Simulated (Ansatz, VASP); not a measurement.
Two plane-wave programs on LiCl

```xyz
2
Lattice="0.0000 2.4878 2.5648 2.4878 0.0000 2.5648 2.4878 2.4878 0.0000" Properties=species:S:1:pos:R:3 pbc="T T T"
Li    0.0000    0.0000    0.0000
Cl    2.4878    2.4878    2.5648
```

Change from the starting cell: strain -0.0300 x Voigt [1, 1, 0, 0, 0, 0], atoms carried along.

Alike in both runs: task single point; functional PBEsol; k mesh 8 × 8 × 8; occupations gaussian, width 0.05 eV; no spin polarisation.

```csv
,VASP,Ansatz
version,VASP 6.6.1,Ansatz 0.2.0
potentials or method,"VASP PAW PBE potentials, release 64 (Li_sv, Cl), cutoff 520 eV","scalar-relativistic, plane waves, PAW"
valence electrons in the cell,10,10
```

|  | VASP | Ansatz | Ansatz less VASP |
| --- | --- | --- | --- |
| gap on the k mesh at the Fermi level (eV) | 6.44 | 6.43 | -0.011 |
| least direct gap on the mesh (eV) | 6.44 | 6.43 | -0.011 |

VASP's potentials were made for PBE, not for PBEsol.

Noted on VASP's run: the cutoff is short for stress, so the pressure is rough.
